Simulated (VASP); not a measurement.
Here is a VASP 6.6.1 calculation.

Contents of INCAR:

```
SYSTEM = Pd
PREC = Accurate
ENCUT = 500
EDIFF = 1E-7
ISMEAR = 0
SIGMA = 0.05
LREAL = .False.
LASPH = .True.
NELM = 120
ALGO = Normal
ISIF = 3
LWAVE = .False.
LCHARG = .False.
GGA = PS
IBRION = 2
NSW = 80
EDIFFG = -0.03
GGA_COMPAT = .False.
NELMIN = 4
```

The input KPOINTS:

```
Automatic mesh
0
Gamma
  10 10 10
  0 0 0
```

Contents of POSCAR:

```
Pd
1.0
    0.0000000000      1.9465000000      1.9465000000
    1.9465000000      0.0000000000      1.9465000000
    1.9465000000      1.9465000000      0.0000000000
Pd
1
Direct
    0.0000000000      0.0000000000      0.0000000000
```

Potentials or basis: VASP PAW PBE potentials, release 64 (Pd).

Run with:

```bash
$ cat potpaw_PBE.64/Pd/POTCAR > POTCAR
$ mpirun -np 1 vasp_std > vasp.out
```

(1) What does it give for the relaxed volume?

(2) Estimate the space group after relaxing (to 0.05 Å).

Results:

(1) 14.51 Å³/atom.

(2) Fm-3m (No. 225).

Caveat: the PAW data sets were made with another functional, which shifts forces and pressure a little.
